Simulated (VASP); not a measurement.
A run of VASP 6.6.1 is set up as follows.

Contents of INCAR:

```
SYSTEM = HoNb3I
ALGO = Normal
EDIFF = 1E-7
EDIFFG = -0.04
ENCUT = 500
GGA = PE
GGA_COMPAT = .False.
IBRION = 2
ISIF = 3
ISMEAR = 0
LASPH = .True.
LCHARG = .False.
LMAXMIX = 6
LREAL = .False.
LWAVE = .False.
NELM = 200
NELMIN = 4
NSW = 90
PREC = Accurate
SIGMA = 0.1
```

KPOINTS

```
k-points
0
Gamma
  4 4 4
  0 0 0
```

The input POSCAR:

```
HoNb3I
1.0
    4.8741589900      0.0000000000      0.0000000000
    0.0000000000      4.8741589900      0.0000000000
    0.0000000000      0.0000000000      4.8741589900
Ho Nb I
1 3 1
Direct
    0.0000000000      0.0000000000      0.0000000000
    0.5000000000      0.0000000000      0.0000000000
    0.0000000000      0.5000000000      0.0000000000
    0.0000000000      0.0000000000      0.5000000000
    0.5000000000      0.5000000000      0.5000000000
```

Potentials or basis: VASP PAW PBE potentials, release 64 (Ho_3, Nb_sv, I), 4f in core.

Launch:

```bash
$ cat potpaw_PBE.64/Ho_3/POTCAR potpaw_PBE.64/Nb_sv/POTCAR potpaw_PBE.64/I/POTCAR > POTCAR
$ mpirun -np 1 vasp_std > vasp.out
```

Question: Predict the relaxed volume.

Answer: 26.44 Å³/atom.

Question: Predict the space group after relaxing (to 0.1 Å).

Answer: Pm-3m (No. 221).

Question: Estimate the relaxed cell.

Answer: a = 5.094 Å, b = 5.094 Å, c = 5.094 Å, α = 90.00°, β = 90.00°, γ = 90.00°.

Final structure:
```
Ho Nb I
1.0
     5.09425    0.00000    0.00000
     0.00000    5.09425    0.00000
     0.00000    0.00000    5.09425
Ho Nb I
1 3 1
Cartesian
  0.0000 0.0000 0.0000
  2.5471 0.0000 0.0000
  0.0000 2.5471 0.0000
  0.0000 0.0000 2.5471
  2.5471 2.5471 2.5471
```

Caveat: spin-orbit coupling is left out, which moves the levels of the heavy elements; the 4f electrons are frozen in the core, so they carry no moment and show no levels; an odd number of electrons without spin polarisation forces a metal; a magnetic or distorted state may lie lower; the run has no spin polarisation, though such a crystal can be magnetic. Spin polarisation is off, so any magnetic state and its effect on volume and gap are missing.
